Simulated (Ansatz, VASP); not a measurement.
Two plane-wave programs on HfGe

Contents of INCAR:

```
SYSTEM = HfGe
ALGO = Normal
EDIFF = 1E-6
ENCUT = 520
GGA = PS
ISIF = 2
ISMEAR = -1
LASPH = .TRUE.
LCHARG = .FALSE.
LREAL = .FALSE.
LWAVE = .FALSE.
NBANDS = 19
NELM = 60
PREC = Accurate
SIGMA = 0.05
```

File KPOINTS:

```
k-points
0
G
  13 13 13
  0 0 0
```

Contents of POSCAR:

```
HfGe
1.0
    3.3077596608      0.0000000000      0.0000000000
    0.0000000000      3.3077596608      0.0000000000
    0.0000000000      0.0000000000      3.3077596608
Hf Ge
1 1
Direct
    0.0000000000      0.0000000000      0.0000000000
    0.5000000000      0.5000000000      0.5000000000
```

Input for Ansatz:

```yaml
crystal:
  lattice:
    - [3.3077596608, 0.0, 0.0]
    - [0.0, 3.3077596608, 0.0]
    - [0.0, 0.0, 3.3077596608]
  atoms:
    - { symbol: Hf, position: [0.0, 0.0, 0.0] }
    - { symbol: Ge, position: [0.5, 0.5, 0.5] }
kpoints:
  mp_grid: { grid: [13, 13, 13] }
  band_path:
    path:
      - [0.0, 0.0, 0.0]
      - [0.0, 0.5, 0.0]
      - [0.5, 0.5, 0.0]
      - [0.0, 0.0, 0.0]
      - [0.5, 0.5, 0.5]
      - [0.0, 0.5, 0.0]
      - [0.5, 0.5, 0.5]
      - [0.5, 0.5, 0.0]
    npoints: 8
scf:
  occupations: { method: fermi_dirac, width: 0.05 }
hamiltonian:
  xc: pbesol
  pseudopotentials: { kind: paw }
output:
  forces: true
  stress: true
  eigenvalues: true
  populations: true
  dos: { projected: true, de: 0.2, e_range: [-14, 8] }
```

Change from the starting cell: volume scaled by 1, PAW files.

Alike in both runs: task single point; functional PBEsol; k mesh 13 × 13 × 13; occupations fermi-dirac, width 0.05 eV; no spin polarisation.

```csv
,VASP,Ansatz
version,VASP 6.6.1,Ansatz 0.2.0
potentials or method,"VASP PAW PBE potentials, release 64 (Hf_pv, Ge_d)","PAW with Ansatz's default frozen-core files, scalar-relativistic"
plane-wave cutoff (eV),520,420
valence electrons in the cell,24,40
```

VASP gave:

```
pressure (GPa) : -0.2
```

Question: What did Ansatz give for the same quantities?

Answer: Pressure (GPa): 0.0.

VASP's potentials were made for PBE, not for PBEsol. VASP's potentials hold 24 valence electrons a cell and Ansatz's 40, so a difference there can come from the potentials and not from the codes.

Neither program's run includes spin-orbit coupling.
